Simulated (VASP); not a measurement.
Input of a VASP 6.6.1 run:

The input INCAR:

```
SYSTEM = CuO
ALGO = Normal
EDIFF = 1E-6
ENCUT = 520
GGA = RP
ISIF = 2
ISMEAR = -1
LASPH = .True.
LCHARG = .True.
LELF = .True.
LREAL = .False.
LVHAR = .True.
LWAVE = .False.
NBANDS = 25
NELM = 80
PREC = Accurate
SIGMA = 0.05
```

Contents of KPOINTS:

```
k-points
0
Gamma
  9 9 5
  0 0 0
```

POSCAR

```
CuO
1.0
    2.8985710625      0.0000000000      0.0000000000
    0.0393315255      2.8983481113      0.0000000000
    0.0176112532      0.0173591088      5.2106205905
Cu O
2 2
Direct
    0.0000000000      0.5000000000      0.0000000000
    0.5000000000      0.0000000000      0.5000000000
    0.9984239700      0.0016717800      0.7498871000
    0.0015760300      0.9983282200      0.2501129000
```

Potentials or basis: VASP PAW PBE potentials, release 64 (Cu, O).

Command:

```console
$ cat potpaw_PBE.64/Cu/POTCAR potpaw_PBE.64/O/POTCAR > POTCAR
$ mpirun -np 1 vasp_std > vasp.out
```

What does it give for the band gap on the k mesh?

Zero (band 17 reaches 5.84 eV, above the bottom of band 18 at 4.93 eV).

Estimate the pressure.

8.3 GPa.

Predict the largest force.

0.010 eV/Å.

Forces in eV/Å, atoms in the order of the input:
```
Cu   0.000  0.000  0.000
Cu   0.000  0.000  0.000
O    0.002 -0.004  0.009
O   -0.002  0.004 -0.009
```

Caveat: the PAW data sets were made with another functional, which shifts forces and pressure a little; semilocal functionals often make such compounds metallic where correlation or magnetic order opens a gap, which also shifts bond lengths. With open d or f shells a metallic result of RPBE can be an artefact of self-interaction; +U or a hybrid may open a gap.
